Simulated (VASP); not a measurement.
Write the native input for VASP 6.6.1 that does the following.

```
Task                   : single point
Functional             : LDA
Potentials or basis    : VASP PAW LDA potentials, release 64 (In_d, Cu)
Cutoff                 : 520 eV
k mesh                 : 10 × 10 × 10
Occupations            : gaussian, width 0.15 eV
Spin                   : no spin polarisation
Dipole correction      : no
Further INCAR settings : ALGO = Fast; EDIFF = 1e-06; NBANDS = 33
```

The structure of In3Cu lies in POSCAR:

```
In3Cu
1.0
    4.2926303369      0.0384296132      0.0384296132
    0.0384296132      4.2926303369      0.0384296132
    0.0384296132      0.0384296132      4.2926303369
In Cu
3 1
Direct
    0.0000000000      0.5000000000      0.5000000000
    0.5000000000      0.0000000000      0.5000000000
    0.5000000000      0.5000000000      0.0000000000
    0.0000000000      0.0000000000      0.0000000000
```

The input as run:

INCAR

```
SYSTEM = In3Cu
PREC = Accurate
ENCUT = 520
EDIFF = 1E-6
ISMEAR = 0
SIGMA = 0.15
LREAL = .False.
LASPH = .True.
NELM = 60
ALGO = Fast
ISIF = 2
LWAVE = .False.
LCHARG = .True.
GGA = CA
LELF = .True.
LVHAR = .True.
NBANDS = 33
```

KPOINTS

```
regular mesh
0
Gamma
  10 10 10
  0 0 0
```

Potentials or basis: VASP PAW LDA potentials, release 64 (In_d, Cu).

The run is started by

```bash
$ cat potpaw_LDA.64/In_d/POTCAR potpaw_LDA.64/Cu/POTCAR > POTCAR
$ mpirun -np 1 vasp_std > vasp.out
```

Results of the run:

- Pressure: 1.8 GPa
- Band gap on the k mesh: zero (bands 25 and 26 overlap by 4.43 eV)

Caveat: spin-orbit coupling is left out, which moves the levels of the heavy elements.

Wall time 8.1 min on 1 thread of Intel Xeon 8259CL, with other jobs on the host, peak memory 0.35 GiB.
